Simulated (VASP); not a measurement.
Wanted: the native input for a VASP 6.6.1 run.

```yaml
Task: single point
Functional: LDA
Potentials_or_basis: VASP PAW LDA potentials, release 64 (Li_sv)
Cutoff: 520 eV
k_mesh: 14 × 14 × 14
Occupations: fermi-dirac, width 0.05 eV
Spin: no spin polarisation
Dipole_correction: no
Further_INCAR_settings: ALGO = Normal; EDIFF = 1e-06; NBANDS = 8
```

The structure of Li lies in POSCAR:

```
Li
1.0
    2.1865893705      0.0000000000      0.0000000000
    0.0000000000      2.1865893705      0.0000000000
    0.0000000000      0.0000000000      2.1865893705
Li
1
Direct
    0.0000000000      0.0000000000      0.0000000000
```

This cell differs from its parent crystal: volume scaled by 0.55.

These files were run (other wordings do the same):

INCAR

```
SYSTEM = Li
  PREC = Accurate
  ENCUT = 520
  EDIFF = 1E-6
  ISMEAR = -1
  SIGMA = 0.05
  LREAL = .FALSE.
  LASPH = .TRUE.
  NELM = 100
  ALGO = Normal
  ISIF = 2
  LWAVE = .FALSE.
  LCHARG = .TRUE.
  LELF = .TRUE.
  LVHAR = .TRUE.
  NBANDS = 8
```

KPOINTS

```
regular mesh
0
G
  14 14 14
  0 0 0
```

Potentials or basis: VASP PAW LDA potentials, release 64 (Li_sv).

Run with:

```bash
$ cat potpaw_LDA.64/Li_sv/POTCAR > POTCAR
$ mpirun -np 1 vasp_std > vasp.out
```

Wall time 1.8 s on 1 thread of Intel(R) Xeon(R) 6975P-C (Granite Rapids), on a shared host, peak memory 0.1 GiB.
